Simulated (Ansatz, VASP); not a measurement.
**SnTe5: VASP beside Ansatz**

Contents of INCAR:

```
SYSTEM = SnTe5
ALGO     = Normal         ! electronic algorithm
EDIFF    = 1E-6           ! SCF threshold, eV
EDIFFG   = -0.04          ! ionic threshold
ENCUT    = 600            ! plane-wave cutoff, eV
GGA      = PE             ! functional
IBRION   = 2              ! ionic algorithm
ISIF     = 3              ! what is computed and relaxed
ISMEAR   = 0              ! smearing method
LASPH    = .TRUE.         ! aspherical terms in the spheres
LCHARG   = .FALSE.        ! write CHGCAR
LREAL    = .FALSE.        ! projectors in reciprocal space
LWAVE    = .FALSE.        ! write WAVECAR
NELM     = 100            ! most SCF steps
NSW      = 90             ! ionic steps
PREC     = Accurate       ! precision mode
SIGMA    = 0.1            ! smearing width, eV
```

File KPOINTS:

```
k-points
0
G
  6 6 1
  0 0 0
```

Contents of POSCAR:

```
SnTe5
1.0
    3.6919635600      0.0000000000      0.0000000000
    0.0000000000      3.6919635600      0.0000000000
    0.0000000000      0.0000000000     15.6390387600
Sn Te
1 5
Direct
    0.5000000000      0.5000000000      0.0000000000
    0.5000000000      0.5000000000      0.3344822800
    0.5000000000      0.5000000000      0.6655177200
    0.0000000000      0.0000000000      0.1759868000
    0.0000000000      0.0000000000      0.8240132000
    0.0000000000      0.0000000000      0.5000000000
```

Input for Ansatz:

```yaml
crystal:
  lattice:
    - [3.69196356, 0.0, 0.0]
    - [0.0, 3.69196356, 0.0]
    - [0.0, 0.0, 15.63903876]
  atoms:
    - { symbol: Sn, position: [0.5, 0.5, 0.0] }
    - { symbol: Te, position: [0.5, 0.5, 0.33448228] }
    - { symbol: Te, position: [0.5, 0.5, 0.66551772] }
    - { symbol: Te, position: [0.0, 0.0, 0.1759868] }
    - { symbol: Te, position: [0.0, 0.0, 0.8240132] }
    - { symbol: Te, position: [0.0, 0.0, 0.5] }
basis:
  ecutwfc: 420
kpoints:
  mp_grid: { grid: [6, 6, 1] }
hamiltonian:
  xc: pbe
scf:
  occupations: { method: gaussian, width: 0.1 }
  lower_state_search: "off"
output:
  forces: true
  stress: true
  eigenvalues: true
relax:
  adjacent_minimum: "off"
  f_tol: 0.04
  max_steps: 70
  cell: { stress_tol: 0.4 }
```

Change from the starting cell: species swapped into the Hf5Pb type (P4/mmm, No. 123).

Alike in both runs: task relaxation of cell and atoms; functional PBE; k mesh 6 × 6 × 1; occupations gaussian, width 0.1 eV; no spin polarisation.

```csv
,VASP,Ansatz
version,VASP 6.6.1,Ansatz 0.2.0
potentials or method,"VASP PAW PBE potentials, release 64 (Sn_d, Te), cutoff 600 eV","scalar-relativistic, plane waves, PAW"
valence electrons in the cell,44,94
```

Ansatz gave:

| Quantity | Value |
| --- | --- |
| gap on the k mesh at the Fermi level, each at its own relaxed structure (eV) | none |
| relaxed volume (Å³/atom) | 28.75 |
| relaxed cell length with the largest relative difference (Å) | 12.091 |

What did VASP give for the same quantities?

gap on the k mesh at the Fermi level, each at its own relaxed structure (eV): none; relaxed volume (Å³/atom): 28.78; relaxed cell length with the largest relative difference (Å): 12.124.

A gap of «none» marks a metal or a gap that the smearing closes. VASP's potentials hold 44 valence electrons a cell and Ansatz's 94, so a difference there can come from the potentials and not from the codes.

The k mesh is coarse, so the values compare programs but aren't converged. Spin-orbit coupling is off throughout. Noted on VASP's run: the volume moved by over 15 % at a fixed basis, so the end points are rough; too few bands were computed for a metal, which touches its energy and stress.
